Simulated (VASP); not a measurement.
A run of VASP 6.6.1 is set up as follows.

File POSCAR:

```
MnS
1.0
    0.0000000000      2.6045000000      2.6045000000
    2.6045000000      0.0000000000      2.6045000000
    2.6045000000      2.6045000000      0.0000000000
Mn S
1 1
Direct
    0.0000000000      0.0000000000      0.0000000000
    0.5000000000      0.5000000000      0.5000000000
```

The input INCAR.step1:

```
PREC = Accurate ; ENCUT = 400
EDIFF = 1E-5 ; ISMEAR = -1
SIGMA = 0.05 ; LREAL = False
LASPH = True ; NELM = 200
ALGO = Normal ; ISIF = 2
LWAVE = True ; LCHARG = False
ISPIN = 2 ; MAGMOM = 4 0
LORBIT = 11 ; LMAXMIX = 4
GGA = PE ; NBANDS = 20
GGA_COMPAT = False
```

INCAR.step2

```
PREC = Accurate ; ENCUT = 400
EDIFF = 1E-6 ; ISMEAR = -1
SIGMA = 0.05 ; LREAL = False
LASPH = True ; NELM = 200
ALGO = Normal ; ISIF = 2
LWAVE = False ; LCHARG = False
ISPIN = 2 ; MAGMOM = 4 0
LORBIT = 11 ; LMAXMIX = 4
GGA = PE ; LHFCALC = True
AEXX = 0.5 ; HFSCREEN = 0.2078699
PRECFOCK = Normal ; ISTART = 1
NBANDS = 20 ; GGA_COMPAT = False
```

Contents of KPOINTS:

```
Automatic mesh
0
Gamma
  5 5 5
```

Potentials or basis: VASP PAW PBE potentials, release 64 (Mn_pv, S).

Run with:

```console
$ cat potpaw_PBE.64/Mn_pv/POTCAR potpaw_PBE.64/S/POTCAR > POTCAR
$ cp INCAR.step1 INCAR
$ mpirun -np 1 vasp_std > vasp.out
$ cp INCAR.step2 INCAR
$ mpirun -np 1 vasp_std > vasp.out
```

Predict the site moments.

Mn +4.64; S +0.09 μB.

What does it give for the pressure?

1.7 GPa.

Predict the net moment.

5.00 μB per cell.

Caveat: the PAW data sets were made with another functional, which shifts forces and pressure a little; a cell with one magnetic atom can't hold antiferromagnetic order, which such compounds often take.
